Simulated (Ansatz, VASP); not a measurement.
**One calculation of Zr2NbC2, two programs**

```
Zr Nb C
1.0
     3.76861    0.00000    0.00000
     0.00000    3.76861    0.00000
     0.00000    0.00000    4.86875
Zr Nb C
2 1 2
Direct
  0.50000 0.00000 0.50000
  0.00000 0.50000 0.50000
  0.00000 0.00000 0.00000
  0.50000 0.50000 0.85354
  0.50000 0.50000 0.14646
```

Change from the starting cell: species swapped into the BaAs2Pd2 type (P4/mmm, No. 123).

Alike in both runs: functional PBE; k mesh 10 × 10 × 8; occupations gaussian, width 0.1 eV; no spin polarisation.

Ansatz relaxed the structure, and its values are those at the end. VASP's run is a single point on that final structure, the one shown.

```csv
,VASP,Ansatz
version,VASP 6.6.1,Ansatz 0.2.0
potentials or method,"VASP PAW PBE potentials, release 64 (Zr_sv, Nb_sv, C), cutoff 520 eV","scalar-relativistic, plane waves, PAW"
valence electrons in the cell,45,45
```

Ansatz gave:

```
gap on the k mesh at the Fermi level (eV) : none
pressure (GPa)                            : 0.0
rms of the force components (eV/Å)        : 0.000
```

Question: Which values does VASP return?

Answer: gap on the k mesh at the Fermi level (eV): none; pressure (GPa): 0.1; rms of the force components (eV/Å): 0.021.

A gap of «none» marks a metal or a gap that the smearing closes.
